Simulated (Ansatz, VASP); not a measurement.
## SnPb2Se3 in VASP and in Ansatz

Contents of INCAR:

```
SYSTEM = SnPb2Se3
PREC = Accurate
ENCUT = 520
EDIFF = 1E-7
ISMEAR = 0
SIGMA = 0.01
LREAL = .False.
LASPH = .True.
NELM = 60
ALGO = Normal
ISIF = 2
LWAVE = .False.
LCHARG = .False.
GGA = PE
NBANDS = 39
```

KPOINTS

```
Automatic mesh
0
Gamma
  12 12 4
  0 0 0
```

File POSCAR:

```
SnPb2Se3
1.0
    4.3608072984      0.0000000289      0.0000000000
   -2.1804036742      3.7765698870      0.0000000000
    0.0000000000      0.0000000000     10.6883621000
Sn Pb Se
1 2 3
Direct
    0.0000000000      0.0000000000      0.0000000000
    0.3333333333      0.6666666667      0.6694280000
    0.6666666667      0.3333333333      0.3305720000
    0.6666666667      0.3333333333      0.8399360000
    0.0000000000      0.0000000000      0.5000000000
    0.3333333333      0.6666666667      0.1600640000
```

Input for Ansatz:

```yaml
crystal:
  lattice:
    - [4.3608072984, 2.89e-08, 0.0]
    - [-2.1804036742, 3.776569887, 0.0]
    - [0.0, 0.0, 10.6883621]
  atoms:
    - { symbol: Sn, position: [0.0, 0.0, 0.0] }
    - { symbol: Pb, position: [0.3333333333, 0.6666666667, 0.669428] }
    - { symbol: Pb, position: [0.6666666667, 0.3333333333, 0.330572] }
    - { symbol: Se, position: [0.6666666667, 0.3333333333, 0.839936] }
    - { symbol: Se, position: [0.0, 0.0, 0.5] }
    - { symbol: Se, position: [0.3333333333, 0.6666666667, 0.160064] }
basis:
  ecutwfc: 420
kpoints:
  mp_grid: { grid: [12, 12, 4] }
  band_path:
    path:
      - [[0.0, 0.0, 0.0], [0.5, 0.0, 0.0], [0.33333333, 0.33333333, 0.0], [0.0, 0.0, 0.0], [0.0, 0.0, 0.5], [0.5, 0.0, 0.5], [0.33333333, 0.33333333, 0.5], [0.0, 0.0, 0.5]]
      - [[0.5, 0.0, 0.5], [0.5, 0.0, 0.0]]
      - [[0.33333333, 0.33333333, 0.5], [0.33333333, 0.33333333, 0.0]]
    npoints: 14
hamiltonian:
  xc: pbe
scf:
  occupations: { method: gaussian, width: 0.01 }
  n_extra_bands: 15
output:
  forces: true
  stress: true
  eigenvalues: true
  populations: true
  dos: { projected: true, de: 0.02, nscf_kmesh: { grid: [15, 15, 5] } }
  bader: true
  write_density: true
  write_potential: true
  elf: true
  volumetric_format: npy
```

Alike in both runs: task single point; functional PBE; k mesh 12 × 12 × 4; occupations gaussian, width 0.01 eV; no spin polarisation.

|  | VASP | Ansatz |
| --- | --- | --- |
| version | VASP 6.6.1 | Ansatz 0.2.0 |
| potentials or method | VASP PAW PBE potentials, release 64 (Sn_d, Pb_d, Se), cutoff 520 eV | scalar-relativistic, plane waves, PAW |
| valence electrons in the cell | 60 | 90 |

|  | VASP | Ansatz | Ansatz less VASP |
| --- | --- | --- | --- |
| gap on the k mesh at the Fermi level (eV) | 0.12 | 0.12 | -0.003 |
| least direct gap on the mesh (eV) | 0.12 | 0.12 | -0.003 |
| pressure (GPa) | 0.0 | 0.0 | +0.01 |

VASP's potentials hold 60 valence electrons a cell and Ansatz's 90, so a difference there can come from the potentials and not from the codes.

Spin-orbit coupling is off throughout.
